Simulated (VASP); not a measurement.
# Co (P6_3/mmc) in VASP: further runs, part 3 of 3

VASP 6.6.1. The steps go on from the part before.

## 6. Single point, PBEsol, collinear spin, antiferromagnetic start

File INCAR:

```
SYSTEM = Co
  PREC = Accurate
  ENCUT = 520
  EDIFF = 1E-7
  ISMEAR = -1
  SIGMA = 0.1
  LREAL = .FALSE.
  LASPH = .TRUE.
  NELM = 150
  ALGO = Normal
  ISIF = 2
  LWAVE = .FALSE.
  LCHARG = .TRUE.
  ISPIN = 2
  MAGMOM = 3 -3
  LORBIT = 11
  LMAXMIX = 4
  GGA = PS
  LELF = .TRUE.
  LVHAR = .TRUE.
  NBANDS = 20
```

File KPOINTS:

```
Automatic mesh
0
G
  14 14 8
  0 0 0
```

File POSCAR:

```
Co
1.0
    2.5359998200      0.0000000000      0.0000000000
   -1.2679999100      2.1962402600      0.0000000000
    0.0000000000      0.0000000000      4.1360000000
Co
2
Direct
    0.3333333300      0.6666666700      0.2500000000
    0.6666666700      0.3333333300      0.7500000000
```

Potentials or basis: VASP PAW PBE potentials, release 64 (Co).

Launch:

```bash
cat potpaw_PBE.64/Co/POTCAR > POTCAR
mpirun -np 1 vasp_std > vasp.out
```

OUTCAR:

```text
SYSTEM = Co
   PREC = Accurate
   ENCUT = 520
   EDIFF = 1E-7
   ISMEAR = -1
   LREAL = .FALSE.
   LASPH = .TRUE.
   NELM = 150
   ISIF = 2
   ISPIN = 2
   LORBIT = 11
   GGA = PS

 ion  position               nearest neighbor table
   1  0.333  0.667  0.250-   2 2.53   2 2.53   2 2.53   2 2.53   2 2.53   2 2.53
   2  0.667  0.333  0.750-   1 2.53   1 2.53   1 2.53   1 2.53   1 2.53   1 2.53

  LATTYP: Found a hexagonal cell.
 ALAT       =     2.5359998200
 C/A-ratio  =     1.6309149423

  Lattice vectors:

 A1 = (   2.5359998200,   0.0000000000,   0.0000000000)
 A2 = (  -1.2679999100,   2.1962402600,   0.0000000000)
 A3 = (   0.0000000000,   0.0000000000,   4.1360000000)

Analysis of symmetry for initial positions (statically):
=====================================================================
 Subroutine PRICEL returns:
 Original cell was already a primitive cell.

 Routine SETGRP: Setting up the symmetry group for a
 hexagonal supercell.

 Subroutine GETGRP returns: Found 24 space group operations
 (whereof 12 operations were pure point group operations)
 out of a pool of 24 trial point group operations.

The static configuration has the point symmetry D_3d.
 The point group associated with its full space group is D_6h.

Analysis of symmetry for dynamics (positions and initial velocities):
=====================================================================
 Subroutine PRICEL returns:
 Original cell was already a primitive cell.

 Routine SETGRP: Setting up the symmetry group for a
 hexagonal supercell.

 Subroutine GETGRP returns: Found 24 space group operations
 (whereof 12 operations were pure point group operations)
 out of a pool of 24 trial point group operations.

The dynamic configuration has the point symmetry D_3d.
 The point group associated with its full space group is D_6h.

Analysis of structural, dynamic, and magnetic symmetry:
=====================================================================
 Subroutine PRICEL returns:
 Original cell was already a primitive cell.

 Routine SETGRP: Setting up the symmetry group for a
 hexagonal supercell.

 Subroutine GETGRP returns: Found 24 space group operations
 (whereof 12 operations were pure point group operations)
 out of a pool of 24 trial point group operations.

The overall configuration has the point symmetry D_3d.
 The point group associated with its full space group is D_6h.

 Subroutine INISYM returns: Found 24 space group operations
 (whereof 12 operations are pure point group operations),
 and found     1 'primitive' translations

----------------------------------------------------------------------------------------

                                     Primitive cell

  volume of cell :      23.0361

  direct lattice vectors                    reciprocal lattice vectors
     2.535999820  0.000000000  0.000000000     0.394321795  0.227661795  0.000000000
    -1.267999910  2.196240260  0.000000000     0.000000000  0.455323590  0.000000000
     0.000000000  0.000000000  4.136000000     0.000000000  0.000000000  0.241779497

  length of vectors
     2.535999820  2.535999813  4.136000000     0.455323589  0.455323590  0.241779497

  position of ions in fractional coordinates (direct lattice)
[... 71 lines left out ...]
   ISTART =      0    job   : 0-new  1-cont  2-samecut
   ICHARG =      2    charge: 1-file 2-atom 10-const
   ISPIN  =      2    spin polarized calculation?
   LNONCOLLINEAR =      F non collinear calculations
   LSORBIT =      F    spin-orbit coupling
   LASPH  =      T    aspherical Exc in radial PAW
   ENCUT  =  520.0 eV  38.22 Ry    6.18 a.u.   4.72  4.72  7.69*2*pi/ulx,y,z
   NELM   =    150;   NELMIN=  2; NELMDL= -5     # of ELM steps
   EDIFF  = 0.1E-06   stopping-criterion for ELM
   LREAL  =      F    real-space projection
   EDIFFG = 0.1E-05   stopping-criterion for IOM
   NSW    =      0    number of steps for IOM
   IBRION =     -1    ionic relax: 0-MD 1-quasi-New 2-CG
   NFREE  =      0    steps in history (QN), initial steepest desc. (CG)
   ISIF   =      2    stress and relaxation
   ISYM   =      2    0-nonsym 1-usesym 2-fastsym
   POTIM  = 0.5000    time-step for ionic-motion
   TEBEG  =    0.0;   TEEND  =   0.0 temperature during run
   PSTRESS=    0.0 pullay stress
   NELECT =      18.0000    total number of electrons
   NUPDOWN=      -1.0000    fix difference up-down
   EMIN   =  10.00;   EMAX   =-10.00  energy-range for DOS
   EFERMI =   0.00;   METHOD = LEGACY
   ISMEAR =    -1;   SIGMA  =   0.10  broadening in eV -4-tet -1-fermi 0-gaus
   EFERMI_NEDOS =   21; number of points for ismear=-14 and -15
   IALGO  =     38    algorithm
   IMIX   =      4    mixing-type and parameters
     AMIX     =   0.40;   BMIX     =  1.00
     AMIX_MAG =   1.60;   BMIX_MAG =  1.00
  volume/ion in A,a.u.               =      11.52        77.73
  Fermi-wavevector in a.u.,A,eV,Ry     =   1.507865  2.849452 30.934980  2.273657
  Thomas-Fermi vector in A             =   2.618395
   LORBIT       =     11    0 simple, 1 ext, 2 COOP (PROOUT), +10 PAW based schemes
   GGA     = PS    functional components
   LHFCALC =     F    Hartree Fock is set to
   AEXX    =    0.0000 exact exchange contribution
   IVDW    =     0    specifies the selected vdW correction
   LEPSILON=     F    determine dielectric tensor
   LRPA    =     F    only Hartree local field effects (RPA)
 spin polarized calculation
  energy-cutoff  :      520.00
  volume of cell :       23.04
 maximum number of plane-waves:       640
 NGX is ok and might be reduce to    20
   NGX =  9   NGY =  9   NGZ = 15

 number of electron      18.0000006 magnetization      -0.0000000

 number of electron      18.0000006 magnetization       0.0000000

 Free energy of the ion-electron system (eV)
  ---------------------------------------------------
  ext. energy  EPLUGINS =         0.00000000
  ---------------------------------------------------
  free energy    TOTEN  =       -14.90503480 eV

  energy without entropy =      -14.73187647  energy(sigma->0) =      -14.81845564

 E-fermi :   9.2280     XC(G=0): -13.2396

 val. band max:        9.2250694041   @ k =   0.2143   0.0714   0.0000
 cond. band min:       9.2294947021   @ k =   0.2143   0.0714   0.5000
 fundamental gap:      0.0044252979
 Fermi energy:         9.2280184401

 spin component 1

 k-point     1 :       0.0000    0.0000    0.0000
  band No.  band energies     occupation
      1       0.6460      1.00000
      2       4.7802      1.00000
      3       7.1601      1.00000
      4       7.1601      1.00000
      5       7.4739      1.00000
      6       7.9163      1.00000
[... 541 lines left out ...]
     19      25.3142      0.00000
     20      40.8312      0.00000

 [... further k-points ...]

 spin component 2

 k-point     1 :       0.0000    0.0000    0.0000
  band No.  band energies     occupation
      1       0.6460      1.00000
      2       4.7802      1.00000
      3       7.1601      1.00000
      4       7.1601      1.00000
      5       7.4739      1.00000
      6       7.9163      1.00000
[... 541 lines left out ...]
     19      25.3142      0.00000
     20      40.8312      0.00000

 [... further k-points ...]

------------------------ aborting loop because EDIFF is reached ----------------------------------------

  FORCE on cell =-STRESS in cart. coord.  units (eV):
  Direction    XX          YY          ZZ          XY          YZ          ZX
  --------------------------------------------------------------------------------------
  -------------------------------------------------------------------------------------
  Total       -3.5510922     -3.5510922     -3.3346169     -0.0000000     -0.0000000      0.0000000
  in kB     -246.9806545   -246.9806527   -231.9246589     -0.0000000     -0.0000000      0.0000000
  external PRESSURE =    -241.9619887 kB  Pullay stress =       0.0000000 kB

 VOLUME and BASIS-vectors are now :
 -----------------------------------------------------------------------------
  energy-cutoff  :      520.00
  volume of cell :       23.04
      direct lattice vectors                 reciprocal lattice vectors
     2.535999820  0.000000000  0.000000000     0.394321795  0.227661795  0.000000000
    -1.267999910  2.196240260  0.000000000     0.000000000  0.455323590  0.000000000
     0.000000000  0.000000000  4.136000000     0.000000000  0.000000000  0.241779497

 POSITION                                       TOTAL-FORCE (eV/Angst)
 -----------------------------------------------------------------------------------
     -0.00000      1.46416      1.03400        -0.000000      0.000000      0.000000
      1.26800      0.73208      3.10200         0.000000     -0.000000      0.000000
 -----------------------------------------------------------------------------------
    total drift:                               -0.000000      0.000000     -0.000000

  FREE ENERGIE OF THE ION-ELECTRON SYSTEM (eV)
  ---------------------------------------------------
  free  energy   TOTEN  =       -14.9050348006 eV

  energy  without entropy=      -14.7318764704  energy(sigma->0) =      -14.81845564

 total charge

# of ion       s       p       d       tot
------------------------------------------
    1        0.461   0.473   7.225   8.160
    2        0.461   0.473   7.225   8.160
--------------------------------------------------
tot          0.922   0.947  14.451  16.320

 magnetization (x)

# of ion       s       p       d       tot
------------------------------------------
    1        0.001   0.007   1.095   1.103
    2       -0.001  -0.007  -1.095  -1.103
--------------------------------------------------
tot          0.000   0.000   0.000   0.000
```

OSZICAR:

```text
N       E                     dE             d eps       ncg     rms          rms(c)
DAV:   1     0.832345095768E+02    0.83235E+02   -0.80146E+03 10008   0.120E+03
DAV:   2    -0.130062632215E+02   -0.96241E+02   -0.86829E+02  9732   0.215E+02
DAV:   3    -0.173705161913E+02   -0.43643E+01   -0.41887E+01 10924   0.557E+01
DAV:   4    -0.174361880096E+02   -0.65672E-01   -0.65619E-01 11768   0.601E+00
DAV:   5    -0.174380132958E+02   -0.18253E-02   -0.18252E-02 11228   0.947E-01    0.164E+01
DAV:   6    -0.154820369884E+02    0.19560E+01   -0.98826E+00 10804   0.641E+01    0.802E+00
DAV:   7    -0.149231734400E+02    0.55886E+00   -0.18874E+00 10932   0.252E+01    0.344E+00
DAV:   8    -0.149109401000E+02    0.12233E-01   -0.33447E-02 12652   0.231E+00    0.107E+00
DAV:   9    -0.149053775782E+02    0.55625E-02   -0.95357E-03 16572   0.159E+00    0.489E-01
DAV:  10    -0.149048363412E+02    0.54124E-03   -0.67722E-03 14908   0.159E+00    0.256E-01
DAV:  11    -0.149050550580E+02   -0.21872E-03   -0.11409E-03 14904   0.518E-01    0.114E-01
DAV:  12    -0.149050266004E+02    0.28458E-04   -0.78093E-05 10236   0.888E-02    0.271E-02
DAV:  13    -0.149050324963E+02   -0.58960E-05   -0.85941E-06 12732   0.547E-02    0.121E-02
DAV:  14    -0.149050349938E+02   -0.24974E-05   -0.44254E-06 15788   0.440E-02    0.504E-03
DAV:  15    -0.149050345708E+02    0.42300E-06   -0.49727E-07 12416   0.102E-02    0.435E-03
DAV:  16    -0.149050347595E+02   -0.18874E-06   -0.63604E-07  5936   0.168E-02    0.110E-03
DAV:  17    -0.149050348006E+02   -0.41128E-07   -0.18077E-07  6060   0.374E-03
   1 F= -.14905035E+02 E0= -.14818456E+02  d E =-.173158E+00  mag=    -0.0000
```

Run time: 50 s. Hardware: 1 thread of Intel Xeon 6975P-C (Granite Rapids), shared host; peak memory 0.2 GiB.

What came out:

```
Free energy                                           : -14.9050 eV
Pressure                                              : -24.2 GPa
Band gap on the k mesh                                : zero (filled and empty bands overlap)
Net moment                                            : 0.00 μB per cell
Site moments                                          : Co +1.10, -1.10 μB
Valence electrons inside the program's atomic spheres : Co 8.16
```

Stress tensor (GPa, compression positive):
```
-24.70   0.00   0.00
  0.00 -24.70   0.00
  0.00   0.00 -23.19
```

Levels at points of the mesh, in eV from the Fermi level:
Spin up:
```tsv
k point	band 7	band 8	band 9	band 10	band 11	band 12
(0.00, 0.00, 0.00)	-1.31	-0.94	-0.94	-0.19	0.27	0.27
(0.50, 0.00, 0.00)	-1.28	-0.34	0.35	0.88	1.67	3.55
(0.00, 0.00, 0.50)	-1.57	-1.57	-0.50	-0.50	0.20	0.20
(0.50, 0.00, 0.50)	-0.47	-0.22	-0.10	0.89	1.68	1.73
```
Spin down:
| k point | band 5 | band 6 | band 7 | band 8 | band 9 | band 10 | band 11 | band 12 | band 13 | band 14 |
| --- | --- | --- | --- | --- | --- | --- | --- | --- | --- | --- |
| (0.00, 0.00, 0.00) | -1.75 | -1.31 | -1.31 | -0.94 | -0.94 | -0.19 | 0.27 | 0.27 | 6.20 | 21.45 |
| (0.50, 0.00, 0.00) | -1.99 | -1.63 | -1.28 | -0.34 | 0.35 | 0.88 | 1.67 | 3.55 | 9.32 | 9.91 |
| (0.00, 0.00, 0.50) | -2.15 | -1.76 | -1.57 | -1.57 | -0.50 | -0.50 | 0.20 | 0.20 | 14.24 | 14.38 |
| (0.50, 0.00, 0.50) | -1.51 | -0.61 | -0.47 | -0.22 | -0.10 | 0.89 | 1.68 | 1.73 | 7.08 | 7.28 |

Caveat: the PAW data sets were made with another functional, which shifts forces and pressure a little.

## 7. Overview

| spin | gap on the mesh (eV) | pressure (GPa) | moment (μB) |
| --- | --- | --- | --- |
| off | none | -29.5 | - |
| collinear, ferromagnetic start | none | -20.0 | 3.31 |
| collinear, antiferromagnetic start | none | -24.2 | 0.00 |

Alike in all rows: task single point; level PBEsol; potentials or basis VASP PAW PBE potentials, release 64 (Co); cell as given; k mesh 14 × 14 × 8; cutoff (eV) 520; smearing fermi-dirac 0.1 eV.

Every run on the cell as given and a fine mesh finds a metal.

Caveats: the PAW data sets were made with another functional, which shifts forces and pressure a little.

Total energies depend on the potentials used, so only differences within one code and one set of settings carry meaning.
